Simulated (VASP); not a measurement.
# Zn (I4/mmm) in VASP: a series of runs, part 2 of 2

VASP 6.6.1. The steps go on from the part before.

### Step 5. Single point, PBEsol

This run uses another cell than the first one, of the same volume but with other edges.

INCAR reads:

```
SYSTEM = Zn
ALGO = Fast
EDIFF = 1E-6
ENCUT = 520
GGA = PS
ISIF = 2
ISMEAR = 0
LASPH = .TRUE.
LCHARG = .FALSE.
LREAL = .FALSE.
LWAVE = .FALSE.
NBANDS = 12
NELM = 100
PREC = Accurate
SIGMA = 0.15
```

KPOINTS reads:

```
k-points
0
G
  22 22 22
  0 0 0
```

POSCAR reads:

```
Zn
1.0
    0.0000000000      1.9033360912      2.0936697003
    1.9033360912      0.0000000000      2.0936697003
    1.9033360912      1.9033360912      0.0000000000
Zn
1
Direct
    0.0000000000      0.0000000000      0.0000000000
```

Potentials or basis: VASP PAW PBE potentials, release 64 (Zn).

On the command line:

```bash
$ cat potpaw_PBE.64/Zn/POTCAR > POTCAR
$ mpirun -np 1 vasp_std > vasp.out
```

OUTCAR:

```text
SYSTEM = Zn
   EDIFF = 1E-6
   ENCUT = 520
   GGA = PS
   ISIF = 2
   ISMEAR = 0
   LASPH = .TRUE.
   LREAL = .FALSE.
   NELM = 100
   PREC = Accurate

 ion  position               nearest neighbor table
   1  0.000  0.000  0.000-

  LATTYP: Found a body centered tetragonal cell.
 ALAT       =     2.6917237139
 C/A-ratio  =     1.5556349186

  Lattice vectors:

 A1 = (  -1.9033360912,   0.0000000000,   2.0936697003)
 A2 = (   1.9033360912,   0.0000000000,   2.0936697003)
 A3 = (   0.0000000000,   1.9033360912,  -2.0936697003)

Analysis of symmetry for initial positions (statically):
=====================================================================
 Subroutine PRICEL returns:
 Original cell was already a primitive cell.

 Routine SETGRP: Setting up the symmetry group for a
 body centered tetragonal supercell.

 Subroutine GETGRP returns: Found 16 space group operations
 (whereof 16 operations were pure point group operations)
 out of a pool of 16 trial point group operations.

The static configuration has the point symmetry D_4h.

Analysis of symmetry for dynamics (positions and initial velocities):
=====================================================================
 Subroutine PRICEL returns:
 Original cell was already a primitive cell.

 Routine SETGRP: Setting up the symmetry group for a
 body centered tetragonal supercell.

 Subroutine GETGRP returns: Found 16 space group operations
 (whereof 16 operations were pure point group operations)
 out of a pool of 16 trial point group operations.

The dynamic configuration has the point symmetry D_4h.

 Subroutine INISYM returns: Found 16 space group operations
 (whereof 16 operations are pure point group operations),
 and found     1 'primitive' translations

----------------------------------------------------------------------------------------

                                     Primitive cell

  volume of cell :      15.1694
[... 114 lines left out ...]
   AEXX    =    0.0000 exact exchange contribution
   IVDW    =     0    specifies the selected vdW correction
   LEPSILON=     F    determine dielectric tensor
   LRPA    =     F    only Hartree local field effects (RPA)
 non-spin polarized calculation
 RMM-DIIS sequential band-by-band and
 Gauss-broadening in eV      SIGMA  =   0.15
  energy-cutoff  :      520.00
  volume of cell :       15.17
 maximum number of plane-waves:       419
 NGX is ok and might be reduce to    24

 number of electron      12.0000000 magnetization

 Free energy of the ion-electron system (eV)
  ---------------------------------------------------
  ext. energy  EPLUGINS =         0.00000000
  ---------------------------------------------------
  free energy    TOTEN  =        -1.52754100 eV

  energy without entropy =       -1.52402614  energy(sigma->0) =       -1.52578357

 E-fermi :   2.9300     XC(G=0): -11.7241

 val. band max:        2.9109858973   @ k =   0.4545  -0.0000   0.0455
 cond. band min:       2.9342636213   @ k =  -0.4545   0.0000   0.2273
 fundamental gap:      0.0232777240
 Fermi energy:         2.9299920507

 k-point     1 :       0.0000    0.0000    0.0000
  band No.  band energies     occupation
      1      -7.4581      2.00000
      2      -4.8519      2.00000
      3      -4.5810      2.00000
      4      -4.5810      2.00000
      5      -4.4214      2.00000
      6      -4.1876      2.00000
      7      21.1388      0.00000
      8      21.1388      0.00000
      9      21.4403      0.00000
     10      21.9734      0.00000
     11      23.9475      0.00000
     12      24.1101      0.00000
[... 331 lines left out ...]
 k-point    24 :      -0.4545    0.0455    0.0000
  band No.  band energies     occupation
      1      -5.3958      2.00000
      2      -4.7959      2.00000
      3      -4.5637      2.00000
      4      -4.0593      2.00000
      5      -4.0029      2.00000
      6      -0.2344      2.00000
      7       1.9765      2.00000
      8      15.3010      0.00000
      9      19.4370      0.00000
     10      20.6733      0.00000
     11      21.6900      0.00000
     12      23.3153      0.00000

 [... further k-points ...]

------------------------ aborting loop because EDIFF is reached ----------------------------------------

  FORCE on cell =-STRESS in cart. coord.  units (eV):
  Direction    XX          YY          ZZ          XY          YZ          ZX
  --------------------------------------------------------------------------------------
  -------------------------------------------------------------------------------------
  Total       -0.1987193     -0.1987193     -0.8264968      0.0000000      0.0000000      0.0000000
  in kB      -20.9885050    -20.9885050    -87.2936494      0.0000000      0.0000000      0.0000000
  external PRESSURE =     -43.0902198 kB  Pullay stress =       0.0000000 kB

 VOLUME and BASIS-vectors are now :
 -----------------------------------------------------------------------------
  energy-cutoff  :      520.00
  volume of cell :       15.17
      direct lattice vectors                 reciprocal lattice vectors
     0.000000000  1.903336091  2.093669700    -0.262696642  0.262696642  0.238815129
     1.903336091  0.000000000  2.093669700     0.262696642 -0.262696642  0.238815129
     1.903336091  1.903336091  0.000000000     0.262696642  0.262696642 -0.238815129

 POSITION                                       TOTAL-FORCE (eV/Angst)
 -----------------------------------------------------------------------------------
      0.00000      0.00000      0.00000         0.000000     -0.000000      0.000000
 -----------------------------------------------------------------------------------
    total drift:                               -0.000000     -0.000000     -0.000000

  FREE ENERGIE OF THE ION-ELECTRON SYSTEM (eV)
  ---------------------------------------------------
  free  energy   TOTEN  =        -1.5275410035 eV

  energy  without entropy=       -1.5240261413  energy(sigma->0) =       -1.52578357
```

OSZICAR:

```text
N       E                     dE             d eps       ncg     rms          rms(c)
DAV:   1     0.416335755730E+02    0.41634E+02   -0.65510E+03 20604   0.158E+03
DAV:   2    -0.401573805560E+00   -0.42035E+02   -0.39353E+02 20728   0.212E+02
DAV:   3    -0.166244781173E+01   -0.12609E+01   -0.12584E+01 23372   0.365E+01
DAV:   4    -0.166541977108E+01   -0.29720E-02   -0.29718E-02 22012   0.170E+00
DAV:   5    -0.166542189061E+01   -0.21195E-05   -0.21194E-05 23268   0.448E-02    0.290E+00
RMM:   6    -0.153696359292E+01    0.12846E+00   -0.32762E-01 24499   0.769E+00    0.223E+00
RMM:   7    -0.153095208197E+01    0.60115E-02   -0.10737E-02 25546   0.158E+00    0.108E+00
RMM:   8    -0.152759205465E+01    0.33600E-02   -0.17037E-03 24151   0.375E-01    0.665E-02
RMM:   9    -0.152755072015E+01    0.41335E-04   -0.48275E-04 26034   0.343E-01    0.611E-02
RMM:  10    -0.152754083712E+01    0.98830E-05   -0.32733E-05 25600   0.674E-02    0.502E-03
RMM:  11    -0.152754100349E+01   -0.16637E-06   -0.25740E-06 19200   0.181E-02
   1 F= -.15275410E+01 E0= -.15257836E+01  d E =-.351486E-02
```

stdout:

```text
POSCAR found type information on POSCAR Zn
 POSCAR found :  1 types and       1 ions
 scaLAPACK will be used
 -----------------------------------------------------------------------------
|                                                                             |
|                                                                             |
|     You enforced a specific xc type in the INCAR file but a different       |
|     I HOPE YOU KNOW WHAT YOU ARE DOING!                                     |
|                                                                             |
 -----------------------------------------------------------------------------

 LDA part: xc-table for (Slater+PW92), standard interpolation
 POSCAR, INCAR and KPOINTS ok, starting setup
 FFT: planning ... GRIDC
 FFT: planning ... GRID_SOFT
 FFT: planning ... GRID
 WAVECAR not read
 entering main loop
```

Run time: 2.1 min. Hardware: 1 thread of AMD EPYC 7R13 (Zen 3), shared host; peak memory 0.21 GiB.

Results:

```
Free energy            : -1.5275 eV
Pressure               : -4.3 GPa
Band gap on the k mesh : zero (bands 6 and 7 overlap by 3.44 eV)
```

Stress tensor (GPa, compression positive):
```
-2.10  0.00  0.00
 0.00 -2.10  0.00
 0.00  0.00 -8.73
```

Levels at points of the mesh, in eV from the Fermi level:
```
           k point  band 3  band 4  band 5  band 6  band 7  band 8  band 9  band 10
(0.00, 0.00, 0.00)   -7.51   -7.51   -7.35   -7.12   18.21   18.21   18.51    19.04
(0.50, 0.00, 0.00)   -7.50   -6.98   -6.90   -2.91   -1.36   13.32   16.61    17.27
(0.50, 0.50, 0.00)   -6.94   -6.88   -6.88   -1.97    0.22    9.71    9.71    13.18
(0.50, 0.00, 0.50)   -6.97   -6.95   -6.78   -0.49    2.50    7.55    8.14    11.63
```

Caveat: the cell stands under tension; the PAW data sets were made with another functional, which shifts forces and pressure a little.

### Step 6. Single point, PBEsol

This run uses another cell than the first one, of the same volume but with other edges.

INCAR reads:

```
SYSTEM = Zn
PREC = Accurate ; ENCUT = 520
EDIFF = 1E-6 ; ISMEAR = 0
SIGMA = 0.15 ; LREAL = .False.
LASPH = .True. ; NELM = 80
ALGO = Fast ; ISIF = 2
LWAVE = .False. ; LCHARG = .True.
GGA = PS ; LELF = .True.
LVHAR = .True. ; NBANDS = 12
```

KPOINTS reads:

```
regular mesh
0
Gamma
  22 22 22
  0 0 0
```

POSCAR reads:

```
Zn
1.0
    0.0000000000      2.2681682089      1.4743093358
    2.2681682089      0.0000000000      1.4743093358
    2.2681682089      2.2681682089      0.0000000000
Zn
1
Direct
    0.0000000000      0.0000000000      0.0000000000
```

Potentials or basis: VASP PAW PBE potentials, release 64 (Zn).

On the command line:

```bash
$ cat potpaw_PBE.64/Zn/POTCAR > POTCAR
$ mpirun -np 1 vasp_std > vasp.out
```

Run time: 1.9 min. Hardware: 1 thread of AMD EPYC 7R13 (Zen 3), shared host; peak memory 0.21 GiB.

The run converged. Its results:

```yaml
Free_energy: -1.4947 eV
Pressure: -3.9 GPa
Band_gap_on_the_k_mesh: zero (bands 6 and 7 overlap by 5.08 eV)
```

Stress tensor (GPa, compression positive):
```
-2.67  0.00  0.00
 0.00 -2.67  0.00
 0.00  0.00 -6.35
```

Levels at points of the mesh, in eV from the Fermi level:
| k point | band 3 | band 4 | band 5 | band 6 | band 7 | band 8 | band 9 | band 10 |
| --- | --- | --- | --- | --- | --- | --- | --- | --- |
| (0.00, 0.00, 0.00) | -7.76 | -7.76 | -7.41 | -7.25 | 18.08 | 18.08 | 20.13 | 20.81 |
| (0.50, 0.00, 0.00) | -7.35 | -7.19 | -6.97 | -2.61 | -0.69 | 10.79 | 12.05 | 14.78 |
| (0.50, 0.50, 0.00) | -7.06 | -7.06 | -7.02 | 3.31 | 3.31 | 5.98 | 6.72 | 7.89 |
| (0.50, 0.00, 0.50) | -7.46 | -7.33 | -6.99 | -3.09 | -1.58 | 12.71 | 14.26 | 16.71 |

Caveat: the cell stands under tension; the PAW data sets were made with another functional, which shifts forces and pressure a little.

### Step 7. Single point, PBEsol

This run uses another cell than the first one, of the same volume but with other edges.

INCAR reads:

```
  PREC = Accurate
  ENCUT = 520
  EDIFF = 1E-6
  ISMEAR = 0
  SIGMA = 0.15
  LREAL = False
  LASPH = True
  NELM = 60
  ALGO = Fast
  ISIF = 2
  LWAVE = False
  LCHARG = True
  GGA = PS
  LELF = True
  LVHAR = True
  NBANDS = 12
```

KPOINTS reads:

```
Automatic mesh
0
Gamma
  22 22 22
```

POSCAR reads:

```
Zn
1.0
    0.0000000000      1.7163899312      2.5745848968
    1.7163899312      0.0000000000      2.5745848968
    1.7163899312      1.7163899312      0.0000000000
Zn
1
Direct
    0.0000000000      0.0000000000      0.0000000000
```

On the command line:

```bash
$ cat potpaw_PBE.64/Zn/POTCAR > POTCAR
$ mpirun -np 1 vasp_std > vasp.out
```

Run time: 2.1 min. Hardware: 1 thread of AMD EPYC 7R13 (Zen 3), shared host; peak memory 0.21 GiB.

It converged, with:

```yaml
Free_energy: -1.3292 eV
Pressure: 4.0 GPa
Band_gap_on_the_k_mesh: zero (bands 6 and 7 overlap by 6.69 eV)
```

Stress tensor (GPa, compression positive):
```
 8.58  0.00  0.00
 0.00  8.58  0.00
 0.00  0.00 -5.20
```

Levels at points of the mesh, in eV from the Fermi level:
```tsv
k point	band 4	band 5	band 6	band 7	band 8	band 9
(0.00, 0.00, 0.00)	-7.34	-7.34	-6.99	11.51	15.60	19.35
(0.50, 0.00, 0.00)	-7.14	-7.10	-2.70	-0.79	8.02	12.22
(0.50, 0.50, 0.00)	-7.11	-6.96	-3.93	-3.79	14.56	14.56
(0.50, 0.00, 0.50)	-7.20	-6.59	1.52	5.42	5.83	8.68
```

Caveat: the cell stands under pressure; the PAW data sets were made with another functional, which shifts forces and pressure a little.

### Step 8. Summary

```tsv
cell	further INCAR settings	gap on the mesh (eV)	pressure (GPa)
a = 3.032, b = 3.032, c = 2.476 Å, angles 65.9, 65.9, 48.2°, 1 atom	ALGO = Fast; EDIFF = 1e-06; NBANDS = 12	none	1.9
a = 2.888, b = 2.888, c = 2.615 Å, angles 63.1, 63.1, 53.8°, 1 atom	ALGO = Fast; EDIFF = 1e-06; NBANDS = 12	none	-2.6
a = 2.745, b = 2.745, c = 2.857 Å, angles 58.6, 58.6, 62.7°, 1 atom	ALGO = Fast; EDIFF = 1e-07; NBANDS = 12	none	-4.5
a = 2.830, b = 2.830, c = 2.692 Å, angles 61.6, 61.6, 56.8°, 1 atom	ALGO = Fast; EDIFF = 1e-06; NBANDS = 12	none	-4.3
a = 2.705, b = 2.705, c = 3.208 Å, angles 53.6, 53.6, 72.7°, 1 atom	ALGO = Fast; EDIFF = 1e-06; NBANDS = 12	none	-3.9
a = 3.094, b = 3.094, c = 2.427 Å, angles 66.9, 66.9, 46.2°, 1 atom	ALGO = Fast; EDIFF = 1e-06; NBANDS = 12	none	4.0
```

Alike in all rows: task single point; level PBEsol; potentials or basis VASP PAW PBE potentials, release 64 (Zn); no spin polarisation; k mesh 22 × 22 × 22; cutoff (eV) 520; smearing gaussian 0.15 eV.

Caveats: the PAW data sets were made with another functional, which shifts forces and pressure a little; the cell stands under tension (at least some runs); the cell stands under pressure (at least some runs).

Absolute energies hang on the potentials; compare differences alone.
